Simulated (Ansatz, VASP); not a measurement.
**ZrTi2: VASP beside Ansatz**

```xyz
3
Lattice="4.7244 0.0000 0.0000 -2.3622 4.0915 0.0000 0.0000 0.0000 3.0034" Properties=species:S:1:pos:R:3 pbc="T T T"
Zr    0.0000    0.0000    0.0000
Ti    2.3622    0.7910    1.5017
Ti    0.0000    3.3004    1.5017
```

Change from the starting cell: shortest bond scaled by 0.58, crystal datasets.

Alike in both runs: task electric field gradients; functional PBEsol; k mesh 7 × 7 × 10; occupations fermi-dirac, width 0.05 eV; no spin polarisation.

|  | VASP | Ansatz |
| --- | --- | --- |
| version | VASP 6.6.1 | Ansatz 0.2.0 |
| potentials or method | VASP PAW PBE potentials, release 64 (Zr_sv, Ti_sv), cutoff 520 eV | all-electron PAW with datasets made for the crystal, scalar-relativistic |

|  | VASP | Ansatz | Ansatz less VASP |
| --- | --- | --- | --- |
| pressure (GPa) | 40.2 | 33.9 | -6.32 |
| traceless stress, the component that is largest in VASP (GPa) | 62.10 | 48.34 | -13.764 |
| rms of the force components (eV/Å) | 12.901 | 10.863 | -2.0378 |
| size of Vzz on the site where it differs most (V/Å²) | 57.6 | 17.0 | -40.63 |

VASP's potentials were made for PBE, not for PBEsol. Atom by atom the forces differ by 2.038 eV/Å (rms over components). The pressures are high and differ by over a tenth, so treat them with care. Ansatz ran all-electron here, and VASP with PAW potentials.
